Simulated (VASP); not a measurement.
# BaNa3 in VASP: further runs

Runs on BaNa3. Level: PBE. Tasks: single point.

All numbers are computed with VASP 6.6.1; they aren't measurements. Logs are shortened: lines on timing, memory, paths and dates and some standing lists are left out, and cuts for length are marked.

### Step 1. The cell of the first run

The typed cell holds 8 atoms: a = 7.170 Å, b = 7.170 Å, c = 8.312 Å, α = 90.00°, β = 90.00°, γ = 120.00°.

The cell was generated, and may not be a known phase.

### Step 2. Single point, PBE

File INCAR:

```
ALGO = Fast
EDIFF = 1E-6
ENCUT = 520
GGA = PE
ISIF = 2
ISMEAR = 0
LASPH = True
LCHARG = True
LELF = True
LREAL = False
LVHAR = True
LWAVE = False
NBANDS = 41
NELM = 60
PREC = Accurate
SIGMA = 0.1
```

File KPOINTS:

```
k-points
0
Gamma
  3 3 4
```

File POSCAR:

```
BaNa3
1.0
    7.1699998539      0.0000000000      0.0000000000
   -3.5849999269      6.2094020186      0.0000000000
    0.0000000000      0.0000000000      8.3118033038
Na Ba
6 2
Direct
    0.4998739947      0.0000000000      0.2500000000
    0.0000000000      0.4998739947      0.2500000000
    0.5001260053      0.5001260053      0.2500000000
    0.5001260053      0.0000000000      0.7500000000
    0.4998739947      0.4998739947      0.7500000000
    0.0000000000      0.5001260053      0.7500000000
    0.0000000000      0.0000000000      0.0000000000
    0.0000000000      0.0000000000      0.5000000000
```

Potentials or basis: VASP PAW PBE potentials, release 64 (Na_pv, Ba_sv).

The run is started by

```bash
$ cat potpaw_PBE.64/Na_pv/POTCAR potpaw_PBE.64/Ba_sv/POTCAR > POTCAR
$ mpirun -np 1 vasp_std > vasp.out
```

OUTCAR:

```text
EDIFF = 1E-6
   ENCUT = 520
   GGA = PE
   ISIF = 2
   ISMEAR = 0
   LASPH = True
   LREAL = False
   NELM = 60
   PREC = Accurate

 ion  position               nearest neighbor table
   1  0.500  0.000  0.250-
   2  0.000  0.500  0.250-
   3  0.500  0.500  0.250-
   4  0.500  0.000  0.750-
   5  0.500  0.500  0.750-
   6  0.000  0.500  0.750-
   7  0.000  0.000  0.000-   8 4.16   8 4.16
   8  0.000  0.000  0.500-   7 4.16   7 4.16

  LATTYP: Found a hexagonal cell.
 ALAT       =     7.1699998539
 C/A-ratio  =     1.1592473463

  Lattice vectors:

 A1 = (   7.1699998539,   0.0000000000,   0.0000000000)
 A2 = (  -3.5849999269,   6.2094020186,   0.0000000000)
 A3 = (   0.0000000000,   0.0000000000,   8.3118033038)

Analysis of symmetry for initial positions (statically):
=====================================================================
 Subroutine PRICEL returns:
 Original cell was already a primitive cell.

 Routine SETGRP: Setting up the symmetry group for a
 hexagonal supercell.

 Subroutine GETGRP returns: Found 24 space group operations
 (whereof 12 operations were pure point group operations)
 out of a pool of 24 trial point group operations.

The static configuration has the point symmetry D_3d.
 The point group associated with its full space group is D_6h.

Analysis of symmetry for dynamics (positions and initial velocities):
=====================================================================
 Subroutine PRICEL returns:
 Original cell was already a primitive cell.

 Routine SETGRP: Setting up the symmetry group for a
 hexagonal supercell.

 Subroutine GETGRP returns: Found 24 space group operations
 (whereof 12 operations were pure point group operations)
 out of a pool of 24 trial point group operations.

The dynamic configuration has the point symmetry D_3d.
 The point group associated with its full space group is D_6h.

 Subroutine INISYM returns: Found 24 space group operations
 (whereof 12 operations are pure point group operations),
 and found     1 'primitive' translations

----------------------------------------------------------------------------------------

                                     Primitive cell

  volume of cell :     370.0532

  direct lattice vectors                    reciprocal lattice vectors
     7.169999854  0.000000000  0.000000000     0.139470017  0.080523052  0.000000000
    -3.584999927  6.209402019  0.000000000     0.000000000  0.161046103  0.000000000
     0.000000000  0.000000000  8.311803304     0.000000000  0.000000000  0.120310836

  length of vectors
     7.169999854  7.169999854  8.311803304     0.161046103  0.161046103  0.120310836

  position of ions in fractional coordinates (direct lattice)
     0.499873995  0.000000000  0.250000000
     0.000000000  0.499873995  0.250000000
     0.500126005  0.500126005  0.250000000
     0.500126005  0.000000000  0.750000000
     0.499873995  0.499873995  0.750000000
     0.000000000  0.500126005  0.750000000
     0.000000000  0.000000000  0.000000000
     0.000000000  0.000000000  0.500000000

  ion indices of the primitive-cell ions
   primitive index   ion index
                 1           1
                 2           2
                 3           3
                 4           4
                 5           5
                 6           6
                 7           7
                 8           8

----------------------------------------------------------------------------------------

 KPOINTS: k-points

Automatic generation of k-mesh.
 Grid dimensions read from file:
 generate k-points for:    3    3    4

 Generating k-lattice:

  Cartesian coordinates                     Fractional coordinates (reciprocal lattice)
     0.046490006  0.026841017  0.000000000     0.333333333  0.000000000  0.000000000
     0.000000000  0.053682034  0.000000000     0.000000000  0.333333333  0.000000000
     0.000000000  0.000000000  0.030077709     0.000000000  0.000000000  0.250000000

  Length of vectors
     0.053682034  0.053682034  0.030077709

  Shift w.r.t. Gamma in fractional coordinates (k-lattice)
     0.000000000  0.000000000  0.000000000

 Subroutine IBZKPT returns following result:
 ===========================================

 Found      9 irreducible k-points:

 Following reciprocal coordinates:
            Coordinates               Weight
  0.000000  0.000000  0.000000      1.000000
  0.333333  0.000000  0.000000      6.000000
  0.333333  0.333333  0.000000      2.000000
  0.000000  0.000000  0.250000      2.000000
  0.333333  0.000000  0.250000     12.000000
  0.333333  0.333333  0.250000      4.000000
  0.000000  0.000000  0.500000      1.000000
  0.333333  0.000000  0.500000      6.000000
  0.333333  0.333333  0.500000      2.000000
   k-points           NKPTS =      9   k-points in BZ     NKDIM =      9   number of bands    NBANDS=     41
   number of dos      NEDOS =    301   number of ions     NIONS =      8
   total plane-waves  NPLWV = 186624
   dimension x,y,z NGX =    54 NGY =   54 NGZ =   64
   dimension x,y,z NGXF=   108 NGYF=  108 NGZF=  128
   ions per type =               6   2
   NGX,Y,Z   is equivalent  to a cutoff of  12.52, 12.52, 12.80 a.u.
   NGXF,Y,Z  is equivalent  to a cutoff of  25.04, 25.04, 25.60 a.u.
 SYSTEM =  unknown system
   PREC   = accura    normal or accurate (medium, high low for compatibility)
   ISTART =      0    job   : 0-new  1-cont  2-samecut
   ICHARG =      2    charge: 1-file 2-atom 10-const
   ISPIN  =      1    spin polarized calculation?
   LNONCOLLINEAR =      F non collinear calculations
   LSORBIT =      F    spin-orbit coupling
   LASPH  =      T    aspherical Exc in radial PAW
   ENCUT  =  520.0 eV  38.22 Ry    6.18 a.u.  13.33 13.33 15.45*2*pi/ulx,y,z
   NELM   =     60;   NELMIN=  2; NELMDL= -5     # of ELM steps
   EDIFF  = 0.1E-05   stopping-criterion for ELM
   LREAL  =      F    real-space projection
   EDIFFG = 0.1E-04   stopping-criterion for IOM
   NSW    =      0    number of steps for IOM
   IBRION =     -1    ionic relax: 0-MD 1-quasi-New 2-CG
   NFREE  =      0    steps in history (QN), initial steepest desc. (CG)
   ISIF   =      2    stress and relaxation
   ISYM   =      2    0-nonsym 1-usesym 2-fastsym
   POTIM  = 0.5000    time-step for ionic-motion
   TEBEG  =    0.0;   TEEND  =   0.0 temperature during run
   PSTRESS=    0.0 pullay stress
   NELECT =      62.0000    total number of electrons
   NUPDOWN=      -1.0000    fix difference up-down
   EMIN   =  10.00;   EMAX   =-10.00  energy-range for DOS
   EFERMI =   0.00;   METHOD = LEGACY
   ISMEAR =     0;   SIGMA  =   0.10  broadening in eV -4-tet -1-fermi 0-gaus
   EFERMI_NEDOS =   21; number of points for ismear=-14 and -15
   IALGO  =     68    algorithm
   IMIX   =      4    mixing-type and parameters
     AMIX     =   0.40;   BMIX     =  1.00
     AMIX_MAG =   1.60;   BMIX_MAG =  1.00
  volume/ion in A,a.u.               =      46.26       312.16
  Fermi-wavevector in a.u.,A,eV,Ry     =   0.902507  1.705491 11.082207  0.814519
  Thomas-Fermi vector in A             =   2.025719
   LORBIT       =      0    0 simple, 1 ext, 2 COOP (PROOUT), +10 PAW based schemes
   GGA     = PE    functional components
   LHFCALC =     F    Hartree Fock is set to
   AEXX    =    0.0000 exact exchange contribution
   IVDW    =     0    specifies the selected vdW correction
   LEPSILON=     F    determine dielectric tensor
   LRPA    =     F    only Hartree local field effects (RPA)
 non-spin polarized calculation
 RMM-DIIS sequential band-by-band and
 Gauss-broadening in eV      SIGMA  =   0.10
  energy-cutoff  :      520.00
  volume of cell :      370.05
 maximum number of plane-waves:      9997
 NGX is ok and might be reduce to    54

 number of electron      62.0000070 magnetization

 Free energy of the ion-electron system (eV)
  ---------------------------------------------------
  ext. energy  EPLUGINS =         0.00000000
  ---------------------------------------------------
  free energy    TOTEN  =       -11.11664604 eV

  energy without entropy =      -11.07895523  energy(sigma->0) =      -11.09780063

 E-fermi :   0.7005     XC(G=0):  -6.6337

 val. band max:        0.6876543474   @ k =   0.0000   0.0000   0.0000
 cond. band min:       0.7064035410   @ k =   0.0000   0.0000   0.0000
 fundamental gap:      0.0187491937
 Fermi energy:         0.7005162640

 k-point     1 :       0.0000    0.0000    0.0000
  band No.  band energies     occupation
      1     -28.4470      2.00000
      2     -28.4149      2.00000
      3     -24.2597      2.00000
      4     -24.2589      2.00000
      5     -24.2482      2.00000
      6     -24.2482      2.00000
[... 33 lines left out ...]
     40       3.1861      0.00000
     41       3.8830      0.00000

 k-point     2 :       0.3333    0.0000    0.0000
  band No.  band energies     occupation
      1     -28.4471      2.00000
      2     -28.4149      2.00000
      3     -24.2539      2.00000
      4     -24.2532      2.00000
      5     -24.2455      2.00000
      6     -24.2449      2.00000
[... 33 lines left out ...]
     40       2.6182      0.00000
     41       3.0440      0.00000

 k-point     3 :       0.3333    0.3333    0.0000
  band No.  band energies     occupation
      1     -28.4471      2.00000
      2     -28.4148      2.00000
      3     -24.2457      2.00000
      4     -24.2457      2.00000
      5     -24.2451      2.00000
      6     -24.2451      2.00000
[... 215 lines left out ...]
      2     -28.4310      2.00000
      3     -24.2536      2.00000
      4     -24.2536      2.00000
      5     -24.2452      2.00000
      6     -24.2452      2.00000
[... 33 lines left out ...]
     40       2.6591      0.00000
     41       3.2714      0.00000

 k-point     9 :       0.3333    0.3333    0.5000
  band No.  band energies     occupation
      1     -28.4310      2.00000
      2     -28.4310      2.00000
      3     -24.2454      2.00000
      4     -24.2454      2.00000
      5     -24.2454      2.00000
      6     -24.2454      2.00000
[... 33 lines left out ...]
     40       2.7790      0.00000
     41       2.7790      0.00000

------------------------ aborting loop because EDIFF is reached ----------------------------------------

  FORCE on cell =-STRESS in cart. coord.  units (eV):
  Direction    XX          YY          ZZ          XY          YZ          ZX
  --------------------------------------------------------------------------------------
  -------------------------------------------------------------------------------------
  Total        0.0723546      0.0723546      0.2539513      0.0000000      0.0000000      0.0000000
  in kB        0.3132653      0.3132653      1.0995041      0.0000000      0.0000000      0.0000000
  external PRESSURE =       0.5753449 kB  Pullay stress =       0.0000000 kB

 VOLUME and BASIS-vectors are now :
 -----------------------------------------------------------------------------
  energy-cutoff  :      520.00
  volume of cell :      370.05
      direct lattice vectors                 reciprocal lattice vectors
     7.169999854  0.000000000  0.000000000     0.139470017  0.080523052  0.000000000
    -3.584999927  6.209402019  0.000000000     0.000000000  0.161046103  0.000000000
     0.000000000  0.000000000  8.311803304     0.000000000  0.000000000  0.120310836

 POSITION                                       TOTAL-FORCE (eV/Angst)
 -----------------------------------------------------------------------------------
      3.58410      0.00000      2.07795         0.000730      0.000000      0.000000
     -1.79205      3.10392      2.07795        -0.000365      0.000632     -0.000000
      1.79295      3.10548      2.07795        -0.000365     -0.000632     -0.000000
      3.58590      0.00000      6.23385        -0.000730      0.000000     -0.000000
      1.79205      3.10392      6.23385         0.000365      0.000632      0.000000
     -1.79295      3.10548      6.23385         0.000365     -0.000632     -0.000000
      0.00000      0.00000      0.00000         0.000000      0.000000      0.000000
      0.00000      0.00000      4.15590         0.000000      0.000000      0.000000
 -----------------------------------------------------------------------------------
    total drift:                                0.000000      0.000000     -0.000000

  FREE ENERGIE OF THE ION-ELECTRON SYSTEM (eV)
  ---------------------------------------------------
  free  energy   TOTEN  =       -11.1166460373 eV

  energy  without entropy=      -11.0789552269  energy(sigma->0) =      -11.09780063
```

It took 4.9 min on 1 thread of Intel Xeon Platinum 8488C (Sapphire Rapids), shared host; peak memory 0.48 GiB.

Results:

* Free energy: -11.1166 eV
* Pressure: 0.1 GPa
* Band gap on the k mesh: zero (bands 31 and 32 overlap by 1.38 eV)

Caveat: spin-orbit coupling is left out, which moves the levels of the heavy elements.

### Step 3. Single point, PBE

This run uses another cell than the first one: it holds 4 atoms, not 8.

File INCAR:

```
ALGO     = Fast           # electronic algorithm
EDIFF    = 1E-7           # SCF threshold, eV
ENCUT    = 520            # plane-wave cutoff, eV
GGA      = PE             # functional
ISIF     = 2              # what is computed and relaxed
ISMEAR   = 0              # smearing method
LASPH    = T              # aspherical terms in the spheres
LCHARG   = F              # write CHGCAR
LREAL    = F              # projectors in reciprocal space
LWAVE    = F              # write WAVECAR
NBANDS   = 24             # bands
NELM     = 80             # most SCF steps
PREC     = Accurate       # precision mode
SIGMA    = 0.1            # smearing width, eV
```

File KPOINTS:

```
k-points
0
Gamma
  6 6 12
```

File POSCAR:

```
BaNa3
1.0
    7.2112232868      0.0000000000      0.0000000000
   -3.6056116434      6.2451025588      0.0000000000
    0.0000000000      0.0000000000      4.1643222323
Na Ba
3 1
Direct
    0.5000000000      0.0000000000      0.5000000000
    0.0000000000      0.5000000000      0.5000000000
    0.5000000000      0.5000000000      0.5000000000
    0.0000000000      0.0000000000      0.0000000000
```

Potentials or basis: VASP PAW PBE potentials, release 64 (Na_pv, Ba_sv).

The run is started by

```bash
$ cat potpaw_PBE.64/Na_pv/POTCAR potpaw_PBE.64/Ba_sv/POTCAR > POTCAR
$ mpirun -np 1 vasp_std > vasp.out
```

Run time: 6.1 min. Hardware: 1 thread of Intel Xeon Platinum 8488C (Sapphire Rapids), shared host; peak memory 0.41 GiB.

Results (log left out):

```yaml
Free_energy: -5.5808 eV
Pressure: 0.0 GPa
Band_gap_on_the_k_mesh: zero (an odd number of electrons rules out a gap without spin polarisation)
```

Levels at points of the mesh, in eV from the Fermi level:
```
           k point  band 11  band 12  band 13  band 14  band 15  band 16  band 17  band 18  band 19  band 20
(0.00, 0.00, 0.00)   -14.34   -14.34   -14.06    -2.95     0.05     0.07     0.07     0.84     1.18     1.18
(0.50, 0.00, 0.00)   -14.34   -14.34   -14.06    -2.00    -1.76    -0.48     0.25     0.97     1.14     3.05
(0.00, 0.00, 0.50)   -14.51   -14.29   -14.29    -0.65    -0.65     0.14     0.14     1.37     1.37     2.58
(0.50, 0.00, 0.50)   -14.50   -14.29   -14.29    -0.77    -0.03     0.23     0.41     0.56     1.56     2.04
```

Caveat: spin-orbit coupling is left out, which moves the levels of the heavy elements.
